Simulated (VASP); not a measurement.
# Sb (Fm-3m) in VASP: notebook, part 2 of 2

VASP 6.6.1. The steps go on from the part before.

## (4) Single point, HSE06

This run uses another cell than the first one, of 27.73 Å³/atom, 1.040 times its volume.

File POSCAR:

```
Sb
1.0
    0.0000000000      2.4024466595      2.4024466595
    2.4024466595      0.0000000000      2.4024466595
    2.4024466595      2.4024466595      0.0000000000
Sb
1
Direct
    0.0000000000      0.0000000000      0.0000000000
```

File INCAR.step1:

```
SYSTEM = Sb
PREC = Accurate
ENCUT = 520
EDIFF = 1E-5
ISMEAR = -1
SIGMA = 0.05
LREAL = .FALSE.
LASPH = .TRUE.
NELM = 80
ALGO = Normal
ISIF = 2
LWAVE = .TRUE.
LCHARG = .FALSE.
GGA = PE
NBANDS = 8
```

File INCAR.step2:

```
SYSTEM = Sb
PREC = Accurate
ENCUT = 520
EDIFF = 1E-6
ISMEAR = -1
SIGMA = 0.05
LREAL = .FALSE.
LASPH = .TRUE.
NELM = 80
ALGO = Normal
ISIF = 2
LWAVE = .FALSE.
LCHARG = .FALSE.
GGA = PE
LHFCALC = .TRUE.
HFSCREEN = 0.2079
PRECFOCK = Normal
ISTART = 1
NBANDS = 8
```

File KPOINTS:

```
regular mesh
0
G
  6 6 6
  0 0 0
```

Potentials or basis: VASP PAW PBE potentials, release 64 (Sb).

Run with:

```bash
$ cat potpaw_PBE.64/Sb/POTCAR > POTCAR
$ cp INCAR.step1 INCAR
$ mpirun -np 1 vasp_std > vasp.out
$ cp INCAR.step2 INCAR
$ mpirun -np 1 vasp_std > vasp.out
```

OUTCAR:

```text
SYSTEM = Sb
   PREC = Accurate
   ENCUT = 520
   EDIFF = 1E-6
   ISMEAR = -1
   LREAL = .FALSE.
   LASPH = .TRUE.
   NELM = 80
   ISIF = 2
   GGA = PE
   LHFCALC = .TRUE.
   HFSCREEN = 0.2079
   PRECFOCK = Normal
   ISTART = 1

 ion  position               nearest neighbor table
   1  0.000  0.000  0.000-

  LATTYP: Found a face centered cubic cell.
 ALAT       =     4.8048933190

  Lattice vectors:

 A1 = (   0.0000000000,   2.4024466595,   2.4024466595)
 A2 = (   2.4024466595,   0.0000000000,   2.4024466595)
 A3 = (   2.4024466595,   2.4024466595,   0.0000000000)

Analysis of symmetry for initial positions (statically):
=====================================================================
 Subroutine PRICEL returns:
 Original cell was already a primitive cell.

 Routine SETGRP: Setting up the symmetry group for a
 face centered cubic supercell.

 Subroutine GETGRP returns: Found 48 space group operations
[... 9 lines left out ...]

 Routine SETGRP: Setting up the symmetry group for a
 face centered cubic supercell.

 Subroutine GETGRP returns: Found 48 space group operations
[... 11 lines left out ...]
                                     Primitive cell

  volume of cell :      27.7326

  direct lattice vectors                    reciprocal lattice vectors
     0.000000000  2.402446659  2.402446659    -0.208121166  0.208121166  0.208121166
     2.402446659  0.000000000  2.402446659     0.208121166 -0.208121166  0.208121166
     2.402446659  2.402446659  0.000000000     0.208121166  0.208121166 -0.208121166

  length of vectors
     3.397572649  3.397572649  3.397572649     0.360476434  0.360476434  0.360476434

  position of ions in fractional coordinates (direct lattice)
     0.000000000  0.000000000  0.000000000

  ion indices of the primitive-cell ions
   primitive index   ion index
                 1           1

----------------------------------------------------------------------------------------

 KPOINTS: regular mesh

Automatic generation of k-mesh.
 Grid dimensions read from file:
 generate k-points for:    6    6    6

 Generating k-lattice:

  Cartesian coordinates                     Fractional coordinates (reciprocal lattice)
    -0.034686861  0.034686861  0.034686861     0.166666667  0.000000000  0.000000000
     0.034686861 -0.034686861  0.034686861     0.000000000  0.166666667  0.000000000
     0.034686861  0.034686861 -0.034686861     0.000000000  0.000000000  0.166666667

  Length of vectors
     0.060079406  0.060079406  0.060079406

  Shift w.r.t. Gamma in fractional coordinates (k-lattice)
     0.000000000  0.000000000  0.000000000

 Subroutine IBZKPT returns following result:
 ===========================================

 Found     16 irreducible k-points:

 Following reciprocal coordinates:
            Coordinates               Weight
  0.000000  0.000000  0.000000      1.000000
  0.166667  0.000000  0.000000      8.000000
  0.333333  0.000000  0.000000      8.000000
  0.500000  0.000000  0.000000      4.000000
  0.166667  0.166667  0.000000      6.000000
  0.333333  0.166667  0.000000     24.000000
[... 8 lines left out ...]
 -0.333333  0.333333  0.166667     24.000000
 -0.333333  0.500000  0.166667     12.000000
   k-points           NKPTS =     16   k-points in BZ     NKDIM =    216   number of bands    NBANDS=      8
   number of dos      NEDOS =    301   number of ions     NIONS =      1
   total plane-waves  NPLWV =  21952
   dimension x,y,z NGX =    28 NGY =   28 NGZ =   28
   dimension x,y,z NGXF=    56 NGYF=   56 NGZF=   56
   ions per type =               1
   NGX,Y,Z   is equivalent  to a cutoff of  13.70, 13.70, 13.70 a.u.
   NGXF,Y,Z  is equivalent  to a cutoff of  27.40, 27.40, 27.40 a.u.
 SYSTEM =  Sb
   PREC   = accura    normal or accurate (medium, high low for compatibility)
   ISTART =      1    job   : 0-new  1-cont  2-samecut
   ICHARG =      0    charge: 1-file 2-atom 10-const
   ISPIN  =      1    spin polarized calculation?
   LNONCOLLINEAR =      F non collinear calculations
   LSORBIT =      F    spin-orbit coupling
   LASPH  =      T    aspherical Exc in radial PAW
   ENCUT  =  520.0 eV  38.22 Ry    6.18 a.u.   6.32  6.32  6.32*2*pi/ulx,y,z
   NELM   =     80;   NELMIN=  2; NELMDL=  0     # of ELM steps
   EDIFF  = 0.1E-05   stopping-criterion for ELM
   LREAL  =      F    real-space projection
   EDIFFG = 0.1E-04   stopping-criterion for IOM
   NSW    =      0    number of steps for IOM
   IBRION =     -1    ionic relax: 0-MD 1-quasi-New 2-CG
   NFREE  =      0    steps in history (QN), initial steepest desc. (CG)
   ISIF   =      2    stress and relaxation
   ISYM   =      3    0-nonsym 1-usesym 2-fastsym
   POTIM  = 0.5000    time-step for ionic-motion
   TEBEG  =    0.0;   TEEND  =   0.0 temperature during run
   PSTRESS=    0.0 pullay stress
   NELECT =       5.0000    total number of electrons
   NUPDOWN=      -1.0000    fix difference up-down
   EMIN   =  10.00;   EMAX   =-10.00  energy-range for DOS
   EFERMI =   0.00;   METHOD = LEGACY
   ISMEAR =    -1;   SIGMA  =   0.05  broadening in eV -4-tet -1-fermi 0-gaus
   EFERMI_NEDOS =   21; number of points for ismear=-14 and -15
   IALGO  =     38    algorithm
   IMIX   =      1    mixing-type and parameters
     AMIX     =   0.40;   BMIX     =  1.00
     AMIX_MAG =   1.60;   BMIX_MAG =  1.00
  volume/ion in A,a.u.               =      27.73       187.15
  Fermi-wavevector in a.u.,A,eV,Ry     =   0.924842  1.747699 11.637519  0.855334
  Thomas-Fermi vector in A             =   2.050632
   LORBIT       =      0    0 simple, 1 ext, 2 COOP (PROOUT), +10 PAW based schemes
   GGA     = PE    functional components
   LHFCALC =     T    Hartree Fock is set to
   PRECFOCK=normal    Normal, Fast or Accurate (Low or Medium for compatibility)
   ENCUT4O =  -1.0   cutoff for four orbital integrals eV
   NKREDX  =     1    reduce k-point grid by
   NKREDY  =     1    reduce k-point grid by
   NKREDZ  =     1    reduce k-point grid by
   AEXX    =    0.2500 exact exchange contribution
   HFSCREEN=    0.2079 screening length (either q_TF or 0.3 A-1)
   HFSCREENC=   0.2079 screening length for correlation (either q_TF or 0.3 A-1)
   ENCUTFOCK=  -1.0 apply spherical cutoff to Coloumb kernel
   IVDW    =     0    specifies the selected vdW correction
   LEPSILON=     F    determine dielectric tensor
   LRPA    =     F    only Hartree local field effects (RPA)
 non-spin polarized calculation
  energy-cutoff  :      520.00
  volume of cell :       27.73
 maximum number of plane-waves:       754
 NGX is ok and might be reduce to    28
  NGX = 20; NGY = 20; NGZ = 20

 number of electron       5.0000000 magnetization

 Free energy of the ion-electron system (eV)
  ---------------------------------------------------
  ext. energy  EPLUGINS =         0.00000000
  ---------------------------------------------------
  free energy    TOTEN  =        -4.67326061 eV

  energy without entropy =       -4.65923972  energy(sigma->0) =       -4.66625016

 E-fermi :   8.2950     XC(G=0):  -8.4010

 val. band max:        7.8781402793   @ k =  -0.1667   0.1667   0.0000
 cond. band min:       8.3270570985   @ k =  -0.3333   0.3333   0.1667
 fundamental gap:      0.4489168191
 Fermi energy:         8.2950157125

 k-point     1 :       0.0000    0.0000    0.0000
  band No.  band energies     occupation
      1      -6.1695      2.00000
      2      13.7649      0.00000
      3      13.7649      0.00000
      4      13.7649      0.00000
      5      18.5117      0.00000
      6      18.5117      0.00000
      7      18.5117      0.00000
      8      19.1516      0.00000

 k-point     2 :       0.1667    0.0000    0.0000
  band No.  band energies     occupation
      1      -5.5820      2.00000
      2       9.8171      0.00000
      3      13.1409      0.00000
      4      13.1409      0.00000
      5      17.1431      0.00000
      6      19.3309      0.00000
      7      19.3309      0.00000
      8      21.1637      0.00000
[... 133 lines left out ...]
 k-point    15 :      -0.3333    0.3333    0.1667
  band No.  band energies     occupation
      1      -0.8463      2.00000
      2       3.2200      2.00000
      3       6.1325      2.00000
      4       8.3271      0.69012
      5      16.6890      0.00000
      6      18.3956      0.00000
      7      21.2001      0.00000
      8      21.9077      0.00000

 k-point    16 :      -0.3333    0.5000    0.1667
  band No.  band energies     occupation
      1      -0.1732      2.00000
      2       3.4639      2.00000
      3       5.9630      2.00000
      4       6.8097      2.00000
      5      16.0003      0.00000
      6      16.5959      0.00000
      7      22.2951      0.00000
      8      22.5062      0.00000

------------------------ aborting loop because EDIFF is reached ----------------------------------------

  FORCE on cell =-STRESS in cart. coord.  units (eV):
  Direction    XX          YY          ZZ          XY          YZ          ZX
  --------------------------------------------------------------------------------------
  -------------------------------------------------------------------------------------
  Total       -0.5916621     -0.5916621     -0.5916621     -0.0000000      0.0000000      0.0000000
  in kB      -34.1816516    -34.1816516    -34.1816516     -0.0000000      0.0000000      0.0000000
  external PRESSURE =     -34.1816516 kB  Pullay stress =       0.0000000 kB

 VOLUME and BASIS-vectors are now :
 -----------------------------------------------------------------------------
  energy-cutoff  :      520.00
  volume of cell :       27.73
      direct lattice vectors                 reciprocal lattice vectors
     0.000000000  2.402446659  2.402446659    -0.208121166  0.208121166  0.208121166
     2.402446659  0.000000000  2.402446659     0.208121166 -0.208121166  0.208121166
     2.402446659  2.402446659  0.000000000     0.208121166  0.208121166 -0.208121166

 POSITION                                       TOTAL-FORCE (eV/Angst)
 -----------------------------------------------------------------------------------
      0.00000      0.00000      0.00000         0.000000      0.000000     -0.000000
 -----------------------------------------------------------------------------------
    total drift:                               -0.000000      0.000000     -0.000000

  FREE ENERGIE OF THE ION-ELECTRON SYSTEM (eV)
  ---------------------------------------------------
  free  energy   TOTEN  =        -4.6732606056 eV

  energy  without entropy=       -4.6592397209  energy(sigma->0) =       -4.66625016
```

OUTCAR.step1:

```text
SYSTEM = Sb
   PREC = Accurate
   ENCUT = 520
   EDIFF = 1E-5
   ISMEAR = -1
   LREAL = .FALSE.
[... 383 lines left out ...]
 -----------------------------------------------------------------------------------
      0.00000      0.00000      0.00000         0.000000     -0.000000     -0.000000
 -----------------------------------------------------------------------------------
    total drift:                                0.000000      0.000000      0.000000

  FREE ENERGIE OF THE ION-ELECTRON SYSTEM (eV)
  ---------------------------------------------------
  free  energy   TOTEN  =        -3.8616881077 eV

  energy  without entropy=       -3.8475024838  energy(sigma->0) =       -3.85459530
```

Wall time 4.6 min (1 thread of Intel Xeon Platinum 8488C (Sapphire Rapids), shared host); peak memory 0.26 GiB.

Results:

```
Free energy : -4.6733 eV
Pressure    : -3.4 GPa
```

Caveat: the k points lie up to 0.38 Å⁻¹ apart; the PAW data sets were made with another functional, which shifts forces and pressure a little; spin-orbit coupling is left out, which moves the levels of the heavy elements.

## (5) Single point, HSE06

This run uses another cell than the first one, of 28.27 Å³/atom, 1.060 times its volume.

File POSCAR:

```
Sb
1.0
    0.0000000000      2.4177492801      2.4177492801
    2.4177492801      0.0000000000      2.4177492801
    2.4177492801      2.4177492801      0.0000000000
Sb
1
Direct
    0.0000000000      0.0000000000      0.0000000000
```

File INCAR.step1:

```
SYSTEM = Sb
ALGO = Normal ; EDIFF = 1E-5
ENCUT = 520 ; GGA = PE
ISIF = 2 ; ISMEAR = -1
LASPH = .TRUE. ; LREAL = .FALSE.
LWAVE = .TRUE. ; NBANDS = 8
NELM = 60 ; PREC = Accurate
SIGMA = 0.05
```

File INCAR.step2:

```
SYSTEM = Sb
ALGO = Normal ; EDIFF = 1E-7
ENCUT = 520 ; GGA = PE
HFSCREEN = 0.2079 ; ISIF = 2
ISMEAR = -1 ; ISTART = 1
LASPH = .TRUE. ; LCHARG = .TRUE.
LELF = .TRUE. ; LHFCALC = .TRUE.
LREAL = .FALSE. ; LVHAR = .TRUE.
LWAVE = .FALSE. ; NBANDS = 8
NELM = 60 ; PREC = Accurate
PRECFOCK = Normal ; SIGMA = 0.05
```

File KPOINTS:

```
k-points
0
G
  6 6 6
  0 0 0
```

Run with:

```bash
$ cat potpaw_PBE.64/Sb/POTCAR > POTCAR
$ cp INCAR.step1 INCAR
$ mpirun -np 1 vasp_std > vasp.out
$ cp INCAR.step2 INCAR
$ mpirun -np 1 vasp_std > vasp.out
```

It took 5.8 min on 1 thread of Intel Xeon Platinum 8488C (Sapphire Rapids), shared host; peak memory 0.26 GiB.

Results (log left out):

| Property | Result |
| --- | --- |
| Free energy | -4.6604 eV |
| Pressure | -4.3 GPa |

Levels at points of the mesh, in eV from the Fermi level:
```tsv
k point	band 1	band 2	band 3	band 4	band 5	band 6	band 7
(0.00, 0.00, 0.00)	-14.31	5.32	5.32	5.32	10.15	10.15	10.15
(0.50, 0.00, 0.00)	-10.37	-6.59	3.61	3.61	8.20	9.31	9.31
(0.50, 0.50, 0.00)	-8.67	-5.61	0.18	0.18	4.20	4.70	17.67
```

Caveat: the k points lie up to 0.38 Å⁻¹ apart; the PAW data sets were made with another functional, which shifts forces and pressure a little; spin-orbit coupling is left out, which moves the levels of the heavy elements.

## (6) Summary

| cell | gap on the mesh (eV) | pressure (GPa) |
| --- | --- | --- |
| a = 3.353 Å, angles 60.0°, 1 atom | none | -1.3 |
| a = 3.376 Å, angles 60.0°, 1 atom | none | -2.4 |
| a = 3.398 Å, angles 60.0°, 1 atom | none | -3.4 |
| a = 3.419 Å, angles 60.0°, 1 atom | none | -4.3 |

Alike in all rows: task single point; level HSE06; potentials or basis VASP PAW PBE potentials, release 64 (Sb); no spin polarisation; k mesh 6 × 6 × 6; cutoff (eV) 520; smearing fermi-dirac 0.05 eV.

Caveats: all runs use coarse meshes; the PAW data sets were made with another functional, which shifts forces and pressure a little; spin-orbit coupling is left out, which moves the levels of the heavy elements.

Total energies depend on the potentials used, so only differences within one code and one set of settings carry meaning.
